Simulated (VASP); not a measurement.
Write the native input for VASP 6.6.1 that does the following.

| Property | Result |
| --- | --- |
| Task | single point |
| Functional | LDA |
| Potentials or basis | VASP PAW LDA potentials, release 64 (Hf_pv, N) |
| Cutoff | 520 eV |
| k mesh | 16 × 16 × 16 |
| Occupations | gaussian, width 0.1 eV |
| Spin | no spin polarisation |
| Dipole correction | no |
| Further INCAR settings | ALGO = Normal; EDIFF = 1e-06; NBANDS = 14 |

The structure of HfN lies in POSCAR:

```
HfN
1.0
    0.0000000000      2.2340263147      2.2340263147
    2.2340263147      0.0000000000      2.2340263147
    2.2340263147      2.2340263147      0.0000000000
Hf N
1 1
Direct
    0.0000000000      0.0000000000      0.0000000000
    0.5000000000      0.5000000000      0.5000000000
```

One way to write it, as run:

INCAR

```
SYSTEM = HfN
PREC = Accurate
ENCUT = 520
EDIFF = 1E-6
ISMEAR = 0
SIGMA = 0.1
LREAL = .False.
LASPH = .True.
NELM = 80
ALGO = Normal
ISIF = 2
LWAVE = .False.
LCHARG = .False.
NBANDS = 14
```

KPOINTS

```
Automatic mesh
0
Gamma
  16 16 16
  0 0 0
```

Potentials or basis: VASP PAW LDA potentials, release 64 (Hf_pv, N).

Command:

```sh
$ cat potpaw_LDA.64/Hf_pv/POTCAR potpaw_LDA.64/N/POTCAR > POTCAR
$ mpirun -np 1 vasp_std > vasp.out
```

Results of the run:

```json
{
 "Pressure": "-1.2 GPa"
}
```

It took 16 s on 1 thread of Intel(R) Xeon(R) 6975P-C (Granite Rapids), on a shared host, peak memory 0.16 GiB.
